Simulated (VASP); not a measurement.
A run of VASP 6.6.1:

The input INCAR:

```
PREC = Accurate
ENCUT = 520
EDIFF = 1E-7
ISMEAR = 0
SIGMA = 0.15
LREAL = F
LASPH = T
NELM = 60
ALGO = Fast
ISIF = 2
LWAVE = F
LCHARG = T
GGA = PE
LELF = T
LVHAR = T
NBANDS = 16
```

Contents of KPOINTS:

```
regular mesh
0
Gamma
  16 16 16
```

POSCAR

```
AlRu
1.0
    2.9916000000      0.0000000000      0.0000000000
    0.0000000000      2.9916000000      0.0000000000
    0.0000000000      0.0000000000      3.0215160000
Al Ru
1 1
Direct
    0.0000000000      0.0000000000      0.0000000000
    0.5000000000      0.5000000000      0.5000000000
```

Potentials or basis: VASP PAW PBE potentials, release 64 (Al, Ru_pv).

The run is started by

```sh
$ cat potpaw_PBE.64/Al/POTCAR potpaw_PBE.64/Ru_pv/POTCAR > POTCAR
$ mpirun -np 1 vasp_std > vasp.out
```

Hardware: 1 thread of Intel(R) Xeon(R) Platinum 8375C CPU @ 2.90GHz (Ice Lake), on a shared host.

**Question.** How long does it take, and how much memory?

**Answer.** It took 91 s on 1 thread of Intel(R) Xeon(R) Platinum 8375C CPU @ 2.90GHz (Ice Lake), on a shared host, peak memory 0.28 GiB. Counts: scf iterations 14, k points 405.
